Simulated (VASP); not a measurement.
Wanted: the native input for a VASP 6.6.1 run.

| Quantity | Value |
| --- | --- |
| Task | single point |
| Functional | r2SCAN |
| Potentials or basis | VASP PAW PBE potentials, release 64 (Si) |
| Cutoff | 520 eV |
| k mesh | 12 × 12 × 6 |
| Occupations | gaussian, width 0.05 eV |
| Spin | no spin polarisation |
| Dipole correction | no |
| Further INCAR settings | ALGO = Normal; EDIFF = 1e-06; NBANDS = 16 |

The system is Si.

```
Si
1.0
     3.67806    0.00000    0.00000
    -1.83903    3.18530    0.00000
     0.00000    0.00000    6.83923
Si
4
Direct
  0.33333 0.66667 0.06301
  0.66667 0.33333 0.56301
  0.33333 0.66667 0.43699
  0.66667 0.33333 0.93699
```

This cell differs from its parent crystal: strain -0.040 along x and y, +0.080 along z.

One way to write it, as run:

POSCAR

```
Si
1.0
    3.6780647621      0.0000000000      0.0000000000
   -1.8390323811      3.1852975207      0.0000000000
    0.0000000000      0.0000000000      6.8392317602
Si
4
Direct
    0.3333333333      0.6666666667      0.0630095000
    0.6666666667      0.3333333333      0.5630095000
    0.3333333333      0.6666666667      0.4369905000
    0.6666666667      0.3333333333      0.9369905000
```

INCAR.step1

```
ALGO = Normal
EDIFF = 1E-4
ENCUT = 520
GGA = PE
ISMEAR = 0
LASPH = True
LCHARG = False
LREAL = False
LWAVE = True
NBANDS = 16
NELM = 60
PREC = Accurate
SIGMA = 0.05
```

INCAR.step2

```
ALGO = Normal
EDIFF = 1E-6
ENCUT = 520
ISIF = 2
ISMEAR = 0
ISTART = 1
LASPH = True
LCHARG = True
LELF = True
LMIXTAU = True
LREAL = False
LVHAR = True
LWAVE = False
METAGGA = R2SCAN
NBANDS = 16
NELM = 60
PREC = Accurate
SIGMA = 0.05
```

KPOINTS

```
k-points
0
Gamma
  12 12 6
```

Potentials or basis: VASP PAW PBE potentials, release 64 (Si).

Run with:

```console
$ cat potpaw_PBE.64/Si/POTCAR > POTCAR
$ cp INCAR.step1 INCAR
$ mpirun -np 1 vasp_std > vasp.out
$ cp INCAR.step2 INCAR
$ mpirun -np 1 vasp_std > vasp.out
```

It gave:

```json
{
  "Pressure": "2.0 GPa",
  "Largest force": "0.829 eV/Å",
  "Band gap on the k mesh": "0.46 eV"
}
```

Caveat: the cell differs from its parent crystal (strain -0.040 along x and y, +0.080 along z); the PAW data sets were made with another functional, which shifts forces and pressure a little.

Wall time 5.1 min on 1 thread of Intel(R) Xeon(R) Platinum 8259CL CPU @ 2.50GHz (Skylake/Cascade Lake), on a shared host, peak memory 0.23 GiB.
